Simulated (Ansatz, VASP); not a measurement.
# Co in VASP and in Ansatz

Contents of INCAR:

```
SYSTEM = Co
PREC     = Accurate       ! precision mode
ENCUT    = 520            ! plane-wave cutoff, eV
EDIFF    = 1E-6           ! SCF threshold, eV
ISMEAR   = -1             ! smearing method
SIGMA    = 0.05           ! smearing width, eV
LREAL    = .False.        ! projectors in reciprocal space
LASPH    = .True.         ! aspherical terms in the spheres
NELM     = 80             ! most SCF steps
ALGO     = Normal         ! electronic algorithm
ISIF     = 2              ! what is computed and relaxed
LWAVE    = .False.        ! write WAVECAR
LCHARG   = .False.        ! write CHGCAR
GGA      = PE             ! functional
NBANDS   = 10             ! bands
```

Contents of KPOINTS:

```
regular mesh
0
Gamma
  21 21 21
  0 0 0
```

The input POSCAR:

```
Co
1.0
   -1.3338035927      1.3338035927      1.3338035927
    1.3338035927     -1.3338035927      1.3338035927
    1.3338035927      1.3338035927     -1.3338035927
Co
1
Direct
    0.0000000000      0.0000000000      0.0000000000
```

Input for Ansatz:

```yaml
crystal:
  lattice:
    - [-1.3338035927, 1.3338035927, 1.3338035927]
    - [1.3338035927, -1.3338035927, 1.3338035927]
    - [1.3338035927, 1.3338035927, -1.3338035927]
  atoms:
    - { symbol: Co, position: [0.0, 0.0, 0.0] }
kpoints:
  mp_grid: { grid: [21, 21, 21] }
scf:
  occupations: { method: fermi_dirac, width: 0.05 }
hamiltonian:
  xc: pbe
  pseudopotentials: { kind: all_electron, lapw: { basis_error: 0.001 } }
output:
  forces: true
  stress: true
  eigenvalues: true
  populations: true
```

Change from the starting cell: volume scaled by 0.9, LAPW.

Alike in both runs: task single point; functional PBE; k mesh 21 × 21 × 21; occupations fermi-dirac, width 0.05 eV; no spin polarisation.

|  | VASP | Ansatz |
| --- | --- | --- |
| version | VASP 6.6.1 | Ansatz 0.2.0 |
| potentials or method | VASP PAW PBE potentials, release 64 (Co), cutoff 520 eV | all-electron LAPW, scalar-relativistic |

```tsv
	VASP	Ansatz	Ansatz less VASP
pressure (GPa)	30.8	32.2	+1.37
```

Both programs put the cell under a high pressure, so it lies far from rest at this level. Ansatz ran all-electron here, and VASP with PAW potentials.
